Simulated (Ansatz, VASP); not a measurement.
# WSe2: VASP beside Ansatz

File INCAR:

```
PREC     = Accurate       # precision mode
ENCUT    = 520            # plane-wave cutoff, eV
EDIFF    = 1E-6           # SCF threshold, eV
ISMEAR   = 0              # smearing method
SIGMA    = 0.05           # smearing width, eV
LREAL    = False          # projectors in reciprocal space
LASPH    = True           # aspherical terms in the spheres
NELM     = 60             # most SCF steps
ALGO     = Normal         # electronic algorithm
ISIF     = 2              # what is computed and relaxed
LWAVE    = False          # write WAVECAR
LCHARG   = True           # write CHGCAR
LDIPOL   = True         
IDIPOL   = 3            
DIPOL    = 0.5 0.5 0.407
GGA      = PE             # functional
IVDW     = 12             # dispersion correction
LELF     = True           # ELF
LVHAR    = True         
LVACPOTAV= True         
NBANDS   = 35             # bands
```

File KPOINTS:

```
Automatic mesh
0
Gamma
  9 9 1
```

The input POSCAR:

```
WSe2
1.0
    3.2854929709      0.0000000000      0.0000000000
   -1.6427464855      2.8453203767      0.0000000000
    0.0000000000      0.0000000000     24.2386466774
Se W
4 2
Direct
    0.3333333333      0.6666666667      0.1856539294
    0.3333333333      0.6666666667      0.3246601777
    0.7777777778      0.2222222222      0.4900984571
    0.7777777778      0.2222222222      0.6291047054
    0.6666666667      0.3333333333      0.2551570536
    1.1111111111     -0.1111111111      0.5596015813
```

Input for Ansatz:

```yaml
crystal:
  lattice:
    - [3.2854929709, 0.0, 0.0]
    - [-1.6427464855, 2.8453203767, 0.0]
    - [0.0, 0.0, 24.2386466774]
  atoms:
    - { symbol: Se, position: [0.3333333333, 0.6666666667, 0.1856539294] }
    - { symbol: W, position: [0.6666666667, 0.3333333333, 0.2551570536] }
    - { symbol: Se, position: [0.3333333333, 0.6666666667, 0.3246601777] }
    - { symbol: Se, position: [0.7777777778, 0.2222222222, 0.4900984571] }
    - { symbol: W, position: [1.1111111111, -0.1111111111, 0.5596015813] }
    - { symbol: Se, position: [0.7777777778, 0.2222222222, 0.6291047054] }
basis:
  ecutwfc: 420
kpoints:
  mp_grid: { grid: [9, 9, 1] }
hamiltonian:
  xc: pbe
  pseudopotentials: { kind: paw, azcp: { folder: soft_1 } }
  dispersion: d3bj
scf:
  occupations: { method: gaussian, width: 0.05 }
output:
  forces: true
  eigenvalues: true
efield:
  axis: 3
  dipole_correction: true
  ramp_width: 0.04
```

Alike in both runs: task single point; functional PBE; dispersion D3(BJ); k mesh 9 × 9 × 1; occupations gaussian, width 0.05 eV; no spin polarisation.

|  | VASP | Ansatz |
| --- | --- | --- |
| version | VASP 6.6.1 | Ansatz 0.2.0 |
| potentials or method | VASP PAW PBE potentials, release 64 (Se, W_sv), cutoff 520 eV | scalar-relativistic, plane waves, PAW |
| valence electrons in the cell | 52 | 92 |

Ansatz gave:

- gap on the k mesh at the Fermi level (eV): 1.60
- least direct gap on the mesh (eV): 1.67
- rms of the force components (eV/Å): 0.032

Q: Which values does VASP return?

A: gap on the k mesh at the Fermi level (eV): 1.61; least direct gap on the mesh (eV): 1.66; rms of the force components (eV/Å): 0.049.

VASP's potentials hold 52 valence electrons a cell and Ansatz's 92, so a difference there can come from the potentials and not from the codes.

Neither program's run includes spin-orbit coupling.
